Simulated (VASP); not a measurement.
Set up this calculation in VASP 6.6.1, as the native input.

| Property | Result |
| --- | --- |
| Task | single point |
| Functional | r2SCAN |
| Potentials or basis | VASP PAW PBE potentials, release 64 (Te, Mo_sv) |
| Cutoff | 520 eV |
| k mesh | 9 × 9 × 2 |
| Occupations | gaussian, width 0.05 eV |
| Spin | no spin polarisation |
| Dipole correction | no |
| Further INCAR settings | ALGO = Normal; EDIFF = 1e-07; NBANDS = 35 |

The system is Te2Mo.

```
CELL_PARAMETERS angstrom
-3.56355 0.00000 0.00000
-1.78177 -3.08612 0.00000
-3.11792 -1.80013 14.72622
ATOMIC_POSITIONS crystal
Te 0.96674 0.96674 0.62848
Te 0.59172 0.59172 0.12848
Te 0.82498 0.82498 0.87152
Te 0.44996 0.44996 0.37152
Mo 0.18751 0.18751 0.25000
Mo 0.22919 0.22919 0.75000
```

One way to write it, as run:

POSCAR

```
Te2Mo
1.0
   -3.5635452172      0.0000000000      0.0000000000
   -1.7817726086     -3.0861206856      0.0000000000
   -3.1179238878     -1.8001341959     14.7262210532
Te Mo
4 2
Direct
   -0.0332613576     -0.0332613576      0.6284839550
    0.5917219757      0.5917219757      0.1284839550
   -0.1750219757     -0.1750219757      0.8715160450
    0.4499613576      0.4499613576      0.3715160450
    0.1875083333      0.1875083333      0.2500000000
    0.2291916667      0.2291916667      0.7500000000
```

INCAR.step1

```
SYSTEM = Te2Mo
ALGO = Normal ; EDIFF = 1E-4
ENCUT = 520 ; GGA = PE
ISMEAR = 0 ; LASPH = .TRUE.
LCHARG = .FALSE. ; LREAL = .FALSE.
LWAVE = .TRUE. ; NBANDS = 35
NELM = 100 ; PREC = Accurate
SIGMA = 0.05
```

INCAR.step2

```
SYSTEM = Te2Mo
ALGO = Normal ; EDIFF = 1E-7
ENCUT = 520 ; ISIF = 2
ISMEAR = 0 ; ISTART = 1
LASPH = .TRUE. ; LCHARG = .FALSE.
LMIXTAU = .TRUE. ; LREAL = .FALSE.
LWAVE = .FALSE. ; METAGGA = R2SCAN
NBANDS = 35 ; NELM = 100
PREC = Accurate ; SIGMA = 0.05
```

KPOINTS

```
k-points
0
G
  9 9 2
  0 0 0
```

Potentials or basis: VASP PAW PBE potentials, release 64 (Te, Mo_sv).

Launch:

```sh
$ cat potpaw_PBE.64/Te/POTCAR potpaw_PBE.64/Mo_sv/POTCAR > POTCAR
$ cp INCAR.step1 INCAR
$ mpirun -np 1 vasp_std > vasp.out
$ cp INCAR.step2 INCAR
$ mpirun -np 1 vasp_std > vasp.out
```

Results of the run:

| Quantity | Value |
| --- | --- |
| Pressure | 0.5 GPa |
| Largest force | 0.197 eV/Å |
| Band gap on the k mesh | 1.02 eV, indirect (least direct gap 1.09 eV) |

Caveat: the PAW data sets were made with another functional, which shifts forces and pressure a little; spin-orbit coupling is left out, which moves the levels of the heavy elements.

Run time: 10 min on 1 thread of Intel(R) Xeon(R) 6975P-C (Granite Rapids) (shared host), peak memory 0.48 GiB.
